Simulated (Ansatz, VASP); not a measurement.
**YRh: VASP beside Ansatz**

Contents of INCAR:

```
SYSTEM = YRh
ALGO = Normal
EDIFF = 1E-6
ENCUT = 520
ISIF = 2
ISMEAR = -1
LASPH = .TRUE.
LCHARG = .FALSE.
LREAL = .FALSE.
LWAVE = .FALSE.
NBANDS = 20
NELM = 60
PREC = Accurate
SIGMA = 0.05
```

File KPOINTS:

```
k-points
0
G
  12 12 12
  0 0 0
```

File POSCAR:

```
YRh
1.0
    3.3512210747      0.0000000000      0.0000000000
    0.0000000000      3.3512210747      0.0000000000
    0.0000000000      0.0000000000      3.3512210747
Y Rh
1 1
Direct
    0.5000000000      0.5000000000      0.5000000000
    0.0000000000      0.0000000000      0.0000000000
```

Input for Ansatz:

```yaml
crystal:
  lattice:
    - [3.3512210747, 0.0, 0.0]
    - [0.0, 3.3512210747, 0.0]
    - [0.0, 0.0, 3.3512210747]
  atoms:
    - { symbol: "Y", position: [0.5, 0.5, 0.5] }
    - { symbol: Rh, position: [0.0, 0.0, 0.0] }
kpoints:
  mp_grid: { grid: [12, 12, 12] }
  band_path:
    path:
      - [0.0, 0.0, 0.0]
      - [0.0, 0.5, 0.0]
      - [0.5, 0.5, 0.0]
      - [0.0, 0.0, 0.0]
      - [0.5, 0.5, 0.5]
      - [0.0, 0.5, 0.0]
      - [0.5, 0.5, 0.5]
      - [0.5, 0.5, 0.0]
    npoints: 14
scf:
  occupations: { method: fermi_dirac, width: 0.05 }
hamiltonian:
  xc: lda
  pseudopotentials: { kind: all_electron, lapw: { basis_error: 0.0005 } }
output:
  forces: true
  stress: true
  eigenvalues: true
  populations: true
```

Alike in both runs: task single point; functional LDA; k mesh 12 × 12 × 12; occupations fermi-dirac, width 0.05 eV; no spin polarisation.

|  | VASP | Ansatz |
| --- | --- | --- |
| version | VASP 6.6.1 | Ansatz 0.2.0 |
| potentials or method | VASP PAW LDA potentials, release 64 (Y_sv, Rh_pv), cutoff 520 eV | all-electron LAPW, scalar-relativistic |

```tsv
	VASP	Ansatz	Ansatz less VASP
pressure (GPa)	0.1	0.0	-0.11
```

LDA's correlation is that of Perdew and Zunger in VASP and of Perdew and Wang (1992) in Ansatz. Ansatz ran all-electron here, and VASP with PAW potentials.
